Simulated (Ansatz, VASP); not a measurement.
**MgH2 in VASP and in Ansatz**

File INCAR:

```
PREC = Accurate
ENCUT = 600
EDIFF = 1E-6
ISMEAR = 0
SIGMA = 0.1
LREAL = F
LASPH = T
NELM = 80
ALGO = Normal
ISIF = 3
LWAVE = F
LCHARG = F
GGA = PE
IBRION = 2
NSW = 100
EDIFFG = -0.01
```

File KPOINTS:

```
regular mesh
0
Gamma
  20 20 20
```

Contents of POSCAR:

```
MgH2
1.0
   -1.6657876729      1.6958416285      2.3787852496
    1.6657876729     -1.6958416285      2.3787852496
    1.6657876729      1.6958416285     -2.3787852496
Mg H
1 2
Direct
    0.5000000000      0.5000000000      0.0000000000
    0.2491537510      0.7491537510      0.5000000000
    0.7508462490      0.2508462490      0.5000000000
```

Input for Ansatz:

```yaml
crystal:
  lattice:
    - [-1.6657876729, 1.6958416285, 2.3787852496]
    - [1.6657876729, -1.6958416285, 2.3787852496]
    - [1.6657876729, 1.6958416285, -2.3787852496]
  atoms:
    - { symbol: Mg, position: [0.5, 0.5, 0.0] }
    - { symbol: H, position: [0.249153751, 0.749153751, 0.5] }
    - { symbol: H, position: [0.750846249, 0.250846249, 0.5] }
basis:
  ecutwfc: 420
kpoints:
  mp_grid: { grid: [20, 20, 20] }
hamiltonian:
  xc: pbe
scf:
  occupations: { method: gaussian, width: 0.1 }
output:
  forces: true
  stress: true
  eigenvalues: true
relax:
  adjacent_minimum: "off"
  f_tol: 0.01
  max_steps: 80
  cell: { stress_tol: 0.05 }
```

Alike in both runs: task relaxation of cell and atoms; functional PBE; k mesh 20 × 20 × 20; occupations gaussian, width 0.1 eV; no spin polarisation.

|  | VASP | Ansatz |
| --- | --- | --- |
| version | VASP 6.6.1 | Ansatz 0.2.0 |
| potentials or method | VASP PAW PBE potentials, release 64 (Mg, H), cutoff 600 eV | scalar-relativistic, plane waves, PAW |
| valence electrons in the cell | 4 | 12 |

```csv
,VASP,Ansatz,Ansatz less VASP
"gap on the k mesh at the Fermi level, each at its own relaxed structure (eV)",none,none,-
relaxed volume (Å³/atom),8.92,8.97,+0.052
relaxed length of the cell vector where the two differ most in proportion (Å),3.358,3.364,+0.0064
```

A gap of «none» marks a metal or a gap that the smearing closes. VASP's potentials hold 4 valence electrons a cell and Ansatz's 12, so a difference there can come from the potentials and not from the codes.
